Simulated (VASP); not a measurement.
# Te2Mo in VASP: a series of runs

The runs below take Te2Mo through single point, with LDA.

Program: VASP 6.6.1. These are calculated values, not measurements. Logs are shortened: lines on timing, memory, paths and dates and some standing lists are left out, and cuts for length are marked.

## (1) The cell of the first run

The cell holds a slab with vacuum, 6 atoms: a = 6.232 Å, b = 3.409 Å, c = 35.437 Å, α = 90.00°, β = 90.14°, γ = 90.00°.

## (2) Single point, LDA

INCAR reads:

```
SYSTEM = Te2Mo
PREC     = Accurate       ! precision mode
ENCUT    = 520            ! plane-wave cutoff, eV
EDIFF    = 1E-6           ! SCF threshold, eV
ISMEAR   = -1             ! smearing method
SIGMA    = 0.05           ! smearing width, eV
LREAL    = .False.        ! projectors in reciprocal space
LASPH    = .True.         ! aspherical terms in the spheres
NELM     = 80             ! most SCF steps
ALGO     = Normal         ! electronic algorithm
ISIF     = 2              ! what is computed and relaxed
LWAVE    = .False.        ! write WAVECAR
LCHARG   = .False.        ! write CHGCAR
GGA      = CA             ! functional
NBANDS   = 35             ! bands
```

KPOINTS reads:

```
regular mesh
0
Gamma
  4 8 1
  0 0 0
```

POSCAR reads:

```
Te2Mo
1.0
    6.2317438208      0.0000000000      0.0000000000
    0.0000000000      3.4093544903      0.0000000000
   -0.0839909111      0.0000000000     35.4373997734
Te Mo
4 2
Direct
    0.4292511000      0.7500000000      0.5407035800
    0.5707489000      0.2500000000      0.4592964200
    0.9208478700      0.2500000000      0.5565273200
    0.0791521300      0.7500000000      0.4434726800
    0.1813475600      0.2500000000      0.4974653700
    0.8186524400      0.7500000000      0.5025346300
```

Potentials or basis: VASP PAW LDA potentials, release 64 (Te, Mo_sv).

On the command line:

```sh
$ cat potpaw_LDA.64/Te/POTCAR potpaw_LDA.64/Mo_sv/POTCAR > POTCAR
$ mpirun -np 1 vasp_std > vasp.out
```

OUTCAR:

```text
SYSTEM = Te2Mo
   PREC = Accurate
   ENCUT = 520
   EDIFF = 1E-6
   ISMEAR = -1
   LREAL = .False.
   LASPH = .True.
   NELM = 80
   ISIF = 2
   GGA = CA

 ion  position               nearest neighbor table
   1  0.429  0.750  0.541-   5 2.76   5 2.76   6 2.78   2 3.47   2 3.47   3 3.55   3 3.55   3 3.64
                             3 3.64
   2  0.571  0.250  0.459-   6 2.76   6 2.76   5 2.78   1 3.47   1 3.47   4 3.55   4 3.55   4 3.64
                             4 3.64
   3  0.921  0.250  0.557-   6 2.64   6 2.64   5 2.65   1 3.55   1 3.55   1 3.64   1 3.64
   4  0.079  0.750  0.443-   5 2.64   5 2.64   6 2.65   2 3.55   2 3.55   2 3.64   2 3.64
   5  0.181  0.250  0.497-   4 2.64   4 2.64   3 2.65   1 2.76   1 2.76   2 2.78   6 2.84   6 2.84

   6  0.819  0.750  0.503-   3 2.64   3 2.64   4 2.65   2 2.76   2 2.76   1 2.78   5 2.84   5 2.84

  LATTYP: Found a simple monoclinic cell.
 ALAT       =     6.2317438208
 B/A-ratio  =     0.5470947761
 C/A-ratio  =     5.6866104138
 COS(beta)  =    -0.0023701139

  Lattice vectors:

 A1 = (   6.2317438208,   0.0000000000,   0.0000000000)
 A2 = (   0.0000000000,   3.4093544903,   0.0000000000)
 A3 = (  -0.0839909111,   0.0000000000,  35.4373997734)

Analysis of symmetry for initial positions (statically):
=====================================================================
 Subroutine PRICEL returns:
 Original cell was already a primitive cell.

 Routine SETGRP: Setting up the symmetry group for a
 simple monoclinic supercell.

 Subroutine GETGRP returns: Found  4 space group operations
 (whereof  2 operations were pure point group operations)
 out of a pool of  4 trial point group operations.

The static configuration has the point symmetry S_2 .
 The point group associated with its full space group is C_2h.

Analysis of symmetry for dynamics (positions and initial velocities):
=====================================================================
 Subroutine PRICEL returns:
 Original cell was already a primitive cell.

 Routine SETGRP: Setting up the symmetry group for a
 simple monoclinic supercell.

 Subroutine GETGRP returns: Found  4 space group operations
 (whereof  2 operations were pure point group operations)
 out of a pool of  4 trial point group operations.

The dynamic configuration has the point symmetry S_2 .
 The point group associated with its full space group is C_2h.

 Subroutine INISYM returns: Found  4 space group operations
 (whereof  2 operations are pure point group operations),
 and found     1 'primitive' translations

----------------------------------------------------------------------------------------

                                     Primitive cell

  volume of cell :     752.9109

  direct lattice vectors                    reciprocal lattice vectors
     6.231743821  0.000000000  0.000000000     0.160468727  0.000000000  0.000380330
     0.000000000  3.409354490  0.000000000     0.000000000  0.293310655  0.000000000
    -0.083990911  0.000000000 35.437399773     0.000000000  0.000000000  0.028218775

  length of vectors
     6.231743821  3.409354490 35.437499308     0.160469178  0.293310655  0.028218775

  position of ions in fractional coordinates (direct lattice)
     0.429251100  0.750000000  0.540703580
     0.570748900  0.250000000  0.459296420
     0.920847870  0.250000000  0.556527320
     0.079152130  0.750000000  0.443472680
     0.181347560  0.250000000  0.497465370
     0.818652440  0.750000000  0.502534630

  ion indices of the primitive-cell ions
   primitive index   ion index
                 1           1
                 2           2
                 3           3
                 4           4
                 5           5
                 6           6

----------------------------------------------------------------------------------------

 KPOINTS: regular mesh

Automatic generation of k-mesh.
 Grid dimensions read from file:
 generate k-points for:    4    8    1

 Generating k-lattice:

  Cartesian coordinates                     Fractional coordinates (reciprocal lattice)
     0.040117182  0.000000000  0.000095083     0.250000000  0.000000000  0.000000000
     0.000000000  0.036663832  0.000000000     0.000000000  0.125000000  0.000000000
     0.000000000  0.000000000  0.028218775     0.000000000  0.000000000  1.000000000

  Length of vectors
     0.040117295  0.036663832  0.028218775

  Shift w.r.t. Gamma in fractional coordinates (k-lattice)
     0.000000000  0.000000000  0.000000000

 Subroutine IBZKPT returns following result:
 ===========================================

 Found     15 irreducible k-points:

 Following reciprocal coordinates:
            Coordinates               Weight
  0.000000  0.000000  0.000000      1.000000
  0.250000  0.000000 -0.000000      2.000000
  0.500000  0.000000 -0.000000      1.000000
  0.000000  0.125000  0.000000      2.000000
  0.250000  0.125000 -0.000000      4.000000
  0.500000  0.125000 -0.000000      2.000000
  0.000000  0.250000  0.000000      2.000000
  0.250000  0.250000 -0.000000      4.000000
  0.500000  0.250000 -0.000000      2.000000
  0.000000  0.375000  0.000000      2.000000
  0.250000  0.375000 -0.000000      4.000000
  0.500000  0.375000 -0.000000      2.000000
  0.000000  0.500000  0.000000      1.000000
  0.250000  0.500000 -0.000000      2.000000
  0.500000  0.500000 -0.000000      1.000000
   k-points           NKPTS =     15   k-points in BZ     NKDIM =     15   number of bands    NBANDS=     35
   number of dos      NEDOS =    301   number of ions     NIONS =      6
   total plane-waves  NPLWV = 362880
   dimension x,y,z NGX =    48 NGY =   28 NGZ =  270
   dimension x,y,z NGXF=    96 NGYF=   56 NGZF=  540
   ions per type =               4   2
   NGX,Y,Z   is equivalent  to a cutoff of  12.81, 13.65, 12.67 a.u.
   NGXF,Y,Z  is equivalent  to a cutoff of  25.61, 27.31, 25.33 a.u.
 SYSTEM =  Te2Mo
   PREC   = accura    normal or accurate (medium, high low for compatibility)
   ISTART =      0    job   : 0-new  1-cont  2-samecut
   ICHARG =      2    charge: 1-file 2-atom 10-const
   ISPIN  =      1    spin polarized calculation?
   LNONCOLLINEAR =      F non collinear calculations
   LSORBIT =      F    spin-orbit coupling
   LASPH  =      T    aspherical Exc in radial PAW
   ENCUT  =  520.0 eV  38.22 Ry    6.18 a.u.  11.59  6.34 65.89*2*pi/ulx,y,z
   NELM   =     80;   NELMIN=  2; NELMDL= -5     # of ELM steps
   EDIFF  = 0.1E-05   stopping-criterion for ELM
   LREAL  =      F    real-space projection
   EDIFFG = 0.1E-04   stopping-criterion for IOM
   NSW    =      0    number of steps for IOM
   IBRION =     -1    ionic relax: 0-MD 1-quasi-New 2-CG
   NFREE  =      0    steps in history (QN), initial steepest desc. (CG)
   ISIF   =      2    stress and relaxation
   ISYM   =      2    0-nonsym 1-usesym 2-fastsym
   POTIM  = 0.5000    time-step for ionic-motion
   TEBEG  =    0.0;   TEEND  =   0.0 temperature during run
   PSTRESS=    0.0 pullay stress
   NELECT =      52.0000    total number of electrons
   NUPDOWN=      -1.0000    fix difference up-down
   EMIN   =  10.00;   EMAX   =-10.00  energy-range for DOS
   EFERMI =   0.00;   METHOD = LEGACY
   ISMEAR =    -1;   SIGMA  =   0.05  broadening in eV -4-tet -1-fermi 0-gaus
   EFERMI_NEDOS =   21; number of points for ismear=-14 and -15
   IALGO  =     38    algorithm
   IMIX   =      4    mixing-type and parameters
     AMIX     =   0.40;   BMIX     =  1.00
     AMIX_MAG =   1.60;   BMIX_MAG =  1.00
  volume/ion in A,a.u.               =     125.49       846.82
  Fermi-wavevector in a.u.,A,eV,Ry     =   0.671678  1.269288  6.138295  0.451152
  Thomas-Fermi vector in A             =   1.747570
   LORBIT       =      0    0 simple, 1 ext, 2 COOP (PROOUT), +10 PAW based schemes
   GGA     = CA    functional components
   LHFCALC =     F    Hartree Fock is set to
   AEXX    =    0.0000 exact exchange contribution
   IVDW    =     0    specifies the selected vdW correction
   LEPSILON=     F    determine dielectric tensor
   LRPA    =     F    only Hartree local field effects (RPA)
 non-spin polarized calculation
  energy-cutoff  :      520.00
  volume of cell :      752.91
 maximum number of plane-waves:     20323
 NGX is ok and might be reduce to    48
   NGX = 23   NGY = 13   NGZ =131

 number of electron      52.0000000 magnetization

 Free energy of the ion-electron system (eV)
  ---------------------------------------------------
  ext. energy  EPLUGINS =         0.00000000
  ---------------------------------------------------
  free energy    TOTEN  =       -40.81341987 eV

  energy without entropy =      -40.80422545  energy(sigma->0) =      -40.80882266

 E-fermi :  -2.2796     XC(G=0):  -2.4275

 val. band max:       -2.4181875668   @ k =   0.0000   0.1250   0.0000
 cond. band min:      -2.2705762494   @ k =   0.0000   0.1250   0.0000
 fundamental gap:      0.1476113174
 Fermi energy:        -2.2795535708

 k-point     1 :       0.0000    0.0000    0.0000
  band No.  band energies     occupation
      1     -62.8575      2.00000
      2     -62.7807      2.00000
      3     -37.3519      2.00000
      4     -37.2669      2.00000
      5     -37.2241      2.00000
      6     -37.0649      2.00000
[... 27 lines left out ...]
     34       1.4660      0.00000
     35       1.8425      0.00000

 k-point     2 :       0.2500    0.0000   -0.0000
  band No.  band energies     occupation
      1     -62.8573      2.00000
      2     -62.7809      2.00000
      3     -37.3465      2.00000
      4     -37.2664      2.00000
      5     -37.2240      2.00000
      6     -37.0655      2.00000
[... 27 lines left out ...]
     34       1.6539      0.00000
     35       2.0352      0.00000
[... 454 lines left out ...]
     34       1.5059      0.00000
     35       2.9008      0.00000

 k-point    15 :       0.5000    0.5000   -0.0000
  band No.  band energies     occupation
      1     -62.8110      2.00000
      2     -62.8110      2.00000
      3     -37.4158      2.00000
      4     -37.4158      2.00000
      5     -37.1561      2.00000
      6     -37.1561      2.00000
[... 27 lines left out ...]
     34       1.4664      0.00000
     35       2.4380      0.00000

------------------------ aborting loop because EDIFF is reached ----------------------------------------

  FORCE on cell =-STRESS in cart. coord.  units (eV):
  Direction    XX          YY          ZZ          XY          YZ          ZX
  --------------------------------------------------------------------------------------
  -------------------------------------------------------------------------------------
  Total        1.3834221      0.4617696      3.1909935      0.0000000      0.0000000      0.0721166
  in kB        2.9438907      0.9826353      6.7903616      0.0000000      0.0000000      0.1534624
  external PRESSURE =       3.5722959 kB  Pullay stress =       0.0000000 kB

 VOLUME and BASIS-vectors are now :
 -----------------------------------------------------------------------------
  energy-cutoff  :      520.00
  volume of cell :      752.91
      direct lattice vectors                 reciprocal lattice vectors
     6.231743821  0.000000000  0.000000000     0.160468727  0.000000000  0.000380330
     0.000000000  3.409354490  0.000000000     0.000000000  0.293310655  0.000000000
    -0.083990911  0.000000000 35.437399773     0.000000000  0.000000000  0.028218775

 POSITION                                       TOTAL-FORCE (eV/Angst)
 -----------------------------------------------------------------------------------
      2.62957      2.55702     19.16113         0.081021      0.000000      0.236415
      3.51818      0.85234     16.27627        -0.081021     -0.000000     -0.236415
      5.69174      0.85234     19.72188        -0.031271      0.000000      0.635982
      0.45601      2.55702     15.71552         0.031271     -0.000000     -0.635982
      1.08833      0.85234     17.62888         0.203388      0.000000      0.064143
      5.05942      2.55702     17.80852        -0.203388     -0.000000     -0.064143
 -----------------------------------------------------------------------------------
    total drift:                               -0.000000     -0.000000     -0.000000

  FREE ENERGIE OF THE ION-ELECTRON SYSTEM (eV)
  ---------------------------------------------------
  free  energy   TOTEN  =       -40.8134198675 eV

  energy  without entropy=      -40.8042254467  energy(sigma->0) =      -40.80882266
```

Wall time 14 min (1 thread of Intel Xeon Platinum 8488C (Sapphire Rapids), shared host); peak memory 0.74 GiB.

What came out:

```yaml
Free_energy: -40.8134 eV
Largest_force: 0.637 eV/Å
Band_gap_on_the_k_mesh: zero (bands 26 and 27 overlap by 0.23 eV)
```

Forces on the atoms (eV/Å):
```
Te   0.081  0.000  0.236
Te  -0.081  0.000 -0.236
Te  -0.031  0.000  0.636
Te   0.031  0.000 -0.636
Mo   0.203  0.000  0.064
Mo  -0.203  0.000 -0.064
```

Caveat: there is no dipole correction, which matters where the two faces differ; spin-orbit coupling is left out, which moves the levels of the heavy elements.

## (3) Single point, LDA

This run uses another cell than the first one.

INCAR reads:

```
SYSTEM = Te2Mo
PREC = Accurate
ENCUT = 520
EDIFF = 1E-6
ISMEAR = -1
SIGMA = 0.05
LREAL = .FALSE.
LASPH = .TRUE.
NELM = 100
ALGO = Normal
ISIF = 2
LWAVE = .FALSE.
LCHARG = .FALSE.
GGA = CA
NBANDS = 35
```

KPOINTS reads:

```
Automatic mesh
0
G
  4 8 1
  0 0 0
```

Edit POSCAR of step 2 so:

```diff
@@ -2,5 +2,5 @@
 1.0
-    6.2317438208      0.0000000000      0.0000000000
-    0.0000000000      3.4093544903      0.0000000000
-   -0.0839909111      0.0000000000     35.4373997734
+    6.2756307866      0.0000000000      0.0000000000
+    0.0000000000      3.4333648200      0.0000000000
+   -0.0845824159      0.0000000000     35.6869671492
 Te Mo
```

Potentials or basis: VASP PAW LDA potentials, release 64 (Te, Mo_sv).

On the command line:

```sh
$ cat potpaw_LDA.64/Te/POTCAR potpaw_LDA.64/Mo_sv/POTCAR > POTCAR
$ mpirun -np 1 vasp_std > vasp.out
```

It took 13 min on 1 thread of Intel Xeon Platinum 8488C (Sapphire Rapids), shared host; peak memory 0.75 GiB.

It converged, with:

* Free energy: -40.8269 eV
* Largest force: 0.251 eV/Å
* Band gap on the k mesh: zero (bands 26 and 27 overlap by 0.21 eV)

Forces in eV/Å, atoms in the order of the input:
```
Te   0.056  0.000  0.015
Te  -0.056  0.000 -0.015
Te  -0.021  0.000  0.250
Te   0.021  0.000 -0.250
Mo   0.115  0.000  0.037
Mo  -0.115  0.000 -0.037
```

Levels at points of the mesh, in eV from the Fermi level:
```csv
k point,band 24,band 25,band 26,band 27,band 28,band 29
"(0.00, 0.00, 0.00)",-0.59,-0.29,0.22,0.67,1.18,1.81
"(0.50, 0.00, 0.00)",-0.81,-0.80,-0.66,0.09,1.19,1.52
"(0.00, 0.50, 0.00)",-1.62,-1.40,-1.40,1.23,1.23,1.50
"(0.50, 0.50, 0.00)",-1.74,-0.83,-0.83,1.15,1.15,1.99
```

Caveat: there is no dipole correction, which matters where the two faces differ; spin-orbit coupling is left out, which moves the levels of the heavy elements.

[end of part 1 of 2]

The gap in the log of VASP goes by the Fermi energy; the results here count the filled bands.